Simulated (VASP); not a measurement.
The system is AlNi3.

```
Ni Al
1.0
     0.00000    2.74469    2.74469
     2.74469    0.00000    2.74469
     2.74469    2.74469    0.00000
Ni Al
3 1
Cartesian
  4.1170 4.1170 4.1170
  0.0000 0.0000 0.0000
  1.3723 1.3723 1.3723
  2.7447 2.7447 2.7447
```

Base run:

* Program: VASP 6.6.1
* Functional: r2SCAN
* Potentials or basis: VASP PAW PBE potentials, release 64 (Ni, Al)
* Cutoff: 520 eV
* k mesh: 8 × 8 × 8
* Occupations: fermi-dirac, width 0.05 eV
* Spin: collinear spin, ferromagnetic start
* Starting moments: [1.0, 1.0, 1.0, 0.0] μB

Its results: pressure 14.4 GPa; net moment 0.00 μB per cell.

**Question.** The run is repeated on the same cell with these changes: functional from r2SCAN to PBEsol; further incar settings from ALGO = Normal; EDIFF = 1e-06; NBANDS = 28 to ALGO = Fast; EDIFF = 1e-06; NBANDS = 28. What comes out?

**Answer.** Pressure 13.3 GPa; net moment 0.00 μB per cell.

Caveats: the PAW data sets were made with another functional, which shifts forces and pressure a little.
